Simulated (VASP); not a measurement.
Here is a VASP 6.6.1 calculation.

File INCAR:

```
SYSTEM = Si
PREC = Accurate
ENCUT = 400
EDIFF = 1E-6
ISMEAR = 0
SIGMA = 0.1
LREAL = .False.
LASPH = .True.
NELM = 120
ALGO = Normal
ISIF = 2
LWAVE = .False.
LCHARG = .False.
LDIPOL = .True.
IDIPOL = 3
DIPOL = 0.5 0.5 0.387
GGA = PE
NBANDS = 21
GGA_COMPAT = .False.
NELMDL = -8
```

KPOINTS

```
Automatic mesh
0
Gamma
  9 9 1
  0 0 0
```

The input POSCAR:

```
Si
1.0
    3.8677060746      0.0000000000      0.0000000000
   -1.9338530373      3.3495317150      0.0000000000
    0.0000000000      0.0000000000     28.0644396925
Si
6
Direct
    0.4050945290      0.5949054710      0.2643227004
    0.0717258220     -0.0717258220      0.2868550147
    0.0731273877     -0.0731273877      0.3718559500
    0.7398425263      0.2601574737      0.3993237457
    0.7299421467      0.2700578533      0.4839177575
    0.4002214450      0.5997785550      0.5173760266
```

Potentials or basis: VASP PAW PBE potentials, release 64 (Si).

Command:

```console
$ cat potpaw_PBE.64/Si/POTCAR > POTCAR
$ mpirun -np 1 vasp_std > vasp.out
```

Problem. What does it give for the band gap on the k mesh?

Solution. Zero (bands 12 and 13 overlap by 0.29 eV).

Problem. What does it give for the largest force?

Solution. 1.102 eV/Å.

Forces in eV/Å, atoms in the order of the input:
```
Si  -0.009  0.005 -0.184
Si   0.010 -0.006 -0.127
Si  -0.004  0.002  0.275
Si  -0.008  0.005 -0.084
Si   0.140 -0.081  1.090
Si  -0.129  0.075 -0.970
```
